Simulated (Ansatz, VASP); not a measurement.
Si3Sn: VASP beside Ansatz

```xyz
4
Lattice="4.0239 0.0000 0.0000 0.0000 4.0239 0.0000 0.0000 0.0000 5.7251" Properties=species:S:1:pos:R:3 pbc="T T T"
Si    2.0119    0.0000    4.4393
Si    2.0119    2.0119    0.0000
Si    0.0000    2.0119    1.2858
Sn    0.0000    0.0000    2.8626
```

Alike in both runs: task single point; functional PBE; k mesh 6 × 6 × 4; no spin polarisation.

|  | VASP | Ansatz |
| --- | --- | --- |
| version | VASP 6.6.1 | Ansatz 0.2.0 |
| potentials or method | VASP PAW PBE potentials, release 64 (Si, Sn_d) | plane waves, PAW |
| plane-wave cutoff (eV) | 520 | 420 |
| occupations | gaussian, width 0.01 eV | fixed |
| valence electrons in the cell | 26 | 26 |

```tsv
	VASP	Ansatz	Ansatz less VASP
gap on the k mesh at the Fermi level (eV)	0.19	0.19	0.000
pressure (GPa)	2.2	2.3	+0.09
rms of the force components (eV/Å)	0.012	0.014	+0.0016
```

Atom by atom the forces differ by 0.002 eV/Å (rms over components).
